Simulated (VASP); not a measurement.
The system is Al2Pt.

```
Al Pt
1.0
     0.00000    2.89468    2.89468
     2.89468    0.00000    2.89468
     2.89468    2.89468    0.00000
Al Pt
2 1
Direct
  0.25000 0.25000 0.25000
  0.75000 0.75000 0.75000
  0.00000 0.00000 0.00000
```

| Quantity | Value |
| --- | --- |
| Program | VASP 6.6.1 |
| Task | relaxation of cell and atoms |
| Functional | r2SCAN |
| Potentials or basis | VASP PAW PBE potentials, release 64 (Al, Pt) |
| Cutoff | 600 eV |
| k mesh | 10 × 10 × 10 |
| Occupations | fermi-dirac, width 0.05 eV |
| Spin | no spin polarisation |

At the start: pressure 9.3 GPa; volume 16.17 Å³/atom.

Q: How do energy, volume and symmetry change on relaxing?

A: Over 16 steps the energy falls by 26.0 meV/atom and the volume is 17.12 Å³/atom (+5.9 %); space group Fm-3m (No. 225, to 0.05 Å).

The path:
| step | energy change (eV) | largest force (eV/Å) | pressure (GPa) | volume (Å³) |
| --- | --- | --- | --- | --- |
| 1 | 0.0000 | 0.0000 | 9.28 | 48.51 |
| 2 | 0.0450 | 0.0000 | -9.12 | 55.39 |
| 3 | -0.0781 | 0.0000 | -0.09 | 51.40 |
| 4 | -0.0781 | 0.0000 | 0.07 | 51.34 |
| 5 | -0.0781 | 0.0000 | 0.07 | 51.34 |
| 6 | -0.0781 | 0.0000 | 0.07 | 51.35 |
| 7 | -0.0781 | 0.0000 | 0.07 | 51.35 |
| 8 | -0.0781 | 0.0000 | 0.07 | 51.35 |
| 9 | -0.0781 | 0.0000 | 0.07 | 51.35 |
| 10 | -0.0781 | 0.0000 | 0.07 | 51.35 |
| 11 | -0.0781 | 0.0000 | 0.07 | 51.35 |
| 12 | -0.0781 | 0.0000 | 0.06 | 51.35 |
| 13 | -0.0781 | 0.0000 | 0.06 | 51.35 |
| 14 | -0.0781 | 0.0000 | 0.06 | 51.35 |
| 15 | -0.0781 | 0.0000 | 0.05 | 51.35 |
| 16 | -0.0781 | 0.0000 | 0.04 | 51.35 |

Final structure:
```
Al Pt
1.0
     0.00000    2.95017    2.95017
     2.95017    0.00000    2.95017
     2.95017    2.95017    0.00000
Al Pt
2 1
Direct
  0.25000 0.25000 0.25000
  0.75000 0.75000 0.75000
  0.00000 0.00000 0.00000
```

Caveat: the PAW data sets were made with another functional, which shifts forces and pressure a little.
